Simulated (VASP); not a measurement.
# TiO2 (P1) in VASP: single point with r2SCAN

Aim: the single point of TiO2 with r2SCAN.

Everything below comes from runs of VASP 6.6.1. Logs are shortened: lines on timing, memory, paths and dates and some standing lists are left out, and cuts for length are marked.

## (1) The cell of the first run

The typed cell holds 9 atoms: a = 5.581 Å, b = 5.618 Å, c = 6.087 Å, α = 90.87°, β = 89.76°, γ = 119.93°.

## (2) Single point, r2SCAN (atoms moved at random and the cell strained at random)

Input file POSCAR:

```
TiO2
1.0
    5.5813635776     -0.0070589578      0.0118624167
   -2.7967950256      4.8716767209     -0.0423199911
    0.0129250400     -0.0457820900      6.0872909963
Ti O
3 6
Direct
    0.4455893089      0.0134466700      0.3134093801
    0.0254665415      0.4561706956      0.6663130828
    0.5280817638      0.5218499540     -0.0089989340
    0.4120120383      0.2786434668      0.2158200284
    0.7333470949      0.1554482030      0.5958736043
    0.8720631383      0.5996357739      0.8775048615
    0.2669637061      0.4260448870      0.7666272629
    0.1566537795      0.7214750561      0.4563166086
    0.5598226286      0.8272852934      0.1171341054
```

Input file INCAR.step1:

```
SYSTEM = TiO2
  ALGO = Normal
  EDIFF = 1E-4
  ENCUT = 520
  GGA = PE
  ISMEAR = 0
  LASPH = .True.
  LCHARG = .False.
  LREAL = .False.
  LWAVE = .True.
  NBANDS = 46
  NELM = 60
  PREC = Accurate
  SIGMA = 0.05
```

Input file INCAR.step2:

```
SYSTEM = TiO2
  ALGO = Normal
  EDIFF = 1E-7
  ENCUT = 520
  ISIF = 2
  ISMEAR = 0
  ISTART = 1
  LASPH = .True.
  LCHARG = .False.
  LMIXTAU = .True.
  LREAL = .False.
  LWAVE = .False.
  METAGGA = R2SCAN
  NBANDS = 46
  NELM = 60
  PREC = Accurate
  SIGMA = 0.05
```

Input file KPOINTS:

```
k-points
0
Gamma
  6 6 4
  0 0 0
```

Potentials or basis: VASP PAW PBE potentials, release 64 (Ti_sv, O).

Launch:

```console
$ cat potpaw_PBE.64/Ti_sv/POTCAR potpaw_PBE.64/O/POTCAR > POTCAR
$ cp INCAR.step1 INCAR
$ mpirun -np 1 vasp_std > vasp.out
$ cp INCAR.step2 INCAR
$ mpirun -np 1 vasp_std > vasp.out
```

OUTCAR:

```text
SYSTEM = TiO2
   EDIFF = 1E-7
   ENCUT = 520
   ISIF = 2
   ISMEAR = 0
   ISTART = 1
   LASPH = .True.
   LREAL = .False.
   METAGGA = R2SCAN
   NELM = 60
   PREC = Accurate

 ion  position               nearest neighbor table
   1  0.446  0.013  0.313-   4 1.71   8 1.85   9 1.88   5 2.21
   2  0.025  0.456  0.666-   7 1.57   5 1.71   8 1.83   6 1.92
   3  0.528  0.522  0.991-   9 1.80   4 1.82   7 1.87   6 1.87
   4  0.412  0.279  0.216-   1 1.71   3 1.82
   5  0.733  0.155  0.596-   2 1.71   1 2.21
   6  0.872  0.600  0.878-   3 1.87   2 1.92
   7  0.267  0.426  0.767-   2 1.57   3 1.87
   8  0.157  0.721  0.456-   2 1.83   1 1.85
   9  0.560  0.827  0.117-   3 1.80   1 1.88

  LATTYP: Found a triclinic cell.
 ALAT       =     5.6052881876
 B/A-ratio  =     2.0347356315
 C/A-ratio  =     0.9957348241
 COS(alpha) =     0.0001074615
 COS(beta)  =     0.4956645878
 COS(gamma) =     0.7345453669

  Lattice vectors:

 A1 = (   2.7845685520,   4.8646177631,  -0.0304575744)
 A2 = (   0.0006985664,   9.6905123940,   6.0145134308)
 A3 = (   5.5813635776,  -0.0070589578,   0.0118624167)

Analysis of symmetry for initial positions (statically):
=====================================================================
 Subroutine PRICEL returns:
 Original cell was already a primitive cell.

 Routine SETGRP: Setting up the symmetry group for a
 triclinic supercell.

 Subroutine GETGRP returns: Found  1 space group operations
 (whereof  1 operations were pure point group operations)
 out of a pool of  2 trial point group operations.

The static configuration has the point symmetry C_1 .

Analysis of symmetry for dynamics (positions and initial velocities):
=====================================================================
 Subroutine PRICEL returns:
 Original cell was already a primitive cell.

 Routine SETGRP: Setting up the symmetry group for a
 triclinic supercell.

 Subroutine GETGRP returns: Found  1 space group operations
 (whereof  1 operations were pure point group operations)
 out of a pool of  2 trial point group operations.

The dynamic configuration has the point symmetry C_1 .

 Subroutine INISYM returns: Found  1 space group operations
 (whereof  1 operations are pure point group operations),
 and found     1 'primitive' translations
[... 112 lines left out ...]
   NSW    =      0    number of steps for IOM
   IBRION =     -1    ionic relax: 0-MD 1-quasi-New 2-CG
   NFREE  =      0    steps in history (QN), initial steepest desc. (CG)
   ISIF   =      2    stress and relaxation
   ISYM   =      2    0-nonsym 1-usesym 2-fastsym
   POTIM  = 0.5000    time-step for ionic-motion
   TEBEG  =    0.0;   TEEND  =   0.0 temperature during run
   PSTRESS=    0.0 pullay stress
   NELECT =      72.0000    total number of electrons
   NUPDOWN=      -1.0000    fix difference up-down
   EMIN   =  10.00;   EMAX   =-10.00  energy-range for DOS
   EFERMI =   0.00;   METHOD = LEGACY
   ISMEAR =     0;   SIGMA  =   0.05  broadening in eV -4-tet -1-fermi 0-gaus
   EFERMI_NEDOS =   21; number of points for ismear=-14 and -15
   IALGO  =     38    algorithm
   IMIX   =      4    mixing-type and parameters
     AMIX     =   0.40;   BMIX     =  1.00
     AMIX_MAG =   1.60;   BMIX_MAG =  1.00
  volume/ion in A,a.u.               =      18.38       124.01
  Fermi-wavevector in a.u.,A,eV,Ry     =   1.240753  2.344683 20.945732  1.539468
  Thomas-Fermi vector in A             =   2.375180
   LORBIT       =      0    0 simple, 1 ext, 2 COOP (PROOUT), +10 PAW based schemes
   METAGGA = R2SCAN    functional components
   LHFCALC =     F    Hartree Fock is set to
   AEXX    =    0.0000 exact exchange contribution
   IVDW    =     0    specifies the selected vdW correction
   LEPSILON=     F    determine dielectric tensor
   LRPA    =     F    only Hartree local field effects (RPA)
 non-spin polarized calculation
 Gauss-broadening in eV      SIGMA  =   0.05
  energy-cutoff  :      520.00
  volume of cell :      165.39
 maximum number of plane-waves:      4481
 NGX is ok and might be reduce to    42
   NGX = 21   NGY = 21   NGZ = 23

 number of electron      72.0000000 magnetization

 Free energy of the ion-electron system (eV)
  ---------------------------------------------------
  ext. energy  EPLUGINS =         0.00000000
  ---------------------------------------------------
  free energy    TOTEN  =      -100.70858542 eV

  energy without entropy =     -100.70858542  energy(sigma->0) =     -100.70858542

 E-fermi :  -0.5768     XC(G=0):  -8.5192

 val. band max:       -0.9044475902   @ k =   0.5000   0.5000   0.0000
 cond. band min:       2.1702459390   @ k =   0.0000  -0.0000   0.5000
 fundamental gap:      3.0746935292
 Fermi energy:        -0.5767638398

 k-point     1 :       0.0000    0.0000    0.0000
  band No.  band energies     occupation
      1     -59.5714      2.00000
      2     -59.2926      2.00000
      3     -57.7741      2.00000
      4     -35.0170      2.00000
      5     -34.7713      2.00000
      6     -34.7092      2.00000
[... 1165 lines left out ...]
     45       5.0325      0.00000
     46       5.1744      0.00000

 [... further k-points ...]

------------------------ aborting loop because EDIFF is reached ----------------------------------------

  FORCE on cell =-STRESS in cart. coord.  units (eV):
  Direction    XX          YY          ZZ          XY          YZ          ZX
  --------------------------------------------------------------------------------------
  -------------------------------------------------------------------------------------
  Total        7.9861322      2.3476476     -1.8216405     -3.9675716     -3.0916300      8.4903284
  in kB       77.3652694     22.7427231    -17.6470543    -38.4356580    -29.9500158     82.2496458
  external PRESSURE =      27.4869794 kB  Pullay stress =       0.0000000 kB

 VOLUME and BASIS-vectors are now :
 -----------------------------------------------------------------------------
  energy-cutoff  :      520.00
  volume of cell :      165.39
      direct lattice vectors                 reciprocal lattice vectors
     5.581363578 -0.007058958  0.011862417     0.179297038  0.102936575  0.000393480
    -2.796795026  4.871676721 -0.042319991     0.000256531  0.205428825  0.001544471
     0.012925040 -0.045782090  6.087290996    -0.000347616  0.001227585  0.164286658

 POSITION                                       TOTAL-FORCE (eV/Angst)
 -----------------------------------------------------------------------------------
      2.45344      0.04801      1.91253         3.587963     -4.063055      4.117845
     -1.12507      2.19163      4.03704       -10.283607      3.054381     -2.801137
      1.50072      2.49319      6.01669         2.067459      1.794964     -1.656324
      1.52307      1.34467      1.30685        -1.345194      0.990443     -0.682743
      3.66602      0.72484      3.62938        -2.132725     -2.857341     -3.317586
      3.20158      2.87490      5.32660        -1.761524     -0.633600      1.175239
      0.30837      2.03857      4.65182        10.183106     -1.419975      4.687693
     -1.13758      3.49280      2.74906         0.430500      2.222236     -1.976071
      0.81234      4.02095      0.68466        -0.745978      0.911949      0.453083
 -----------------------------------------------------------------------------------
    total drift:                                0.000943     -0.002086      0.001930

  FREE ENERGIE OF THE ION-ELECTRON SYSTEM (eV)
  ---------------------------------------------------
  free  energy   TOTEN  =      -100.7085854244 eV

  energy  without entropy=     -100.7085854244  energy(sigma->0) =     -100.70858542
```

OUTCAR.step1:

```text
SYSTEM = TiO2
   EDIFF = 1E-4
   ENCUT = 520
   GGA = PE
   ISMEAR = 0
   LASPH = .True.
   LREAL = .False.
   NELM = 60
[... 1428 lines left out ...]
      0.30837      2.03857      4.65182         9.968721     -1.453388      4.507908
     -1.13758      3.49280      2.74906         0.332993      2.161948     -1.952207
      0.81234      4.02095      0.68466        -0.672911      0.955522      0.416129
 -----------------------------------------------------------------------------------
    total drift:                                0.001269     -0.000873     -0.002415

  FREE ENERGIE OF THE ION-ELECTRON SYSTEM (eV)
  ---------------------------------------------------
  free  energy   TOTEN  =       -77.7704853002 eV

  energy  without entropy=      -77.7704853002  energy(sigma->0) =      -77.77048530
```

It took 51 min on 1 thread of Oxide Virtual Turin-like, shared host; peak memory 0.53 GiB.

Results:

```
Free energy            : -100.7086 eV
Pressure               : 2.7 GPa
Largest force          : 11.300 eV/Å
Band gap on the k mesh : 3.07 eV (least direct gap 3.10 eV)
```

Forces on the atoms (eV/Å):
```
Ti    3.588  -4.063   4.118
Ti  -10.284   3.054  -2.801
Ti    2.067   1.795  -1.656
O    -1.345   0.990  -0.683
O    -2.133  -2.857  -3.318
O    -1.762  -0.634   1.175
O    10.183  -1.420   4.688
O     0.430   2.222  -1.976
O    -0.746   0.912   0.453
```

Stress tensor (GPa, compression positive):
```
 7.74 -3.84  8.22
-3.84  2.27 -3.00
 8.22 -3.00 -1.76
```

Caveat: the cell differs from its parent crystal (atoms moved at random and the cell strained at random); the stress differs along the axes, from -2 to 8 GPa; the PAW data sets were made with another functional, which shifts forces and pressure a little. A k mesh can miss the band edges.
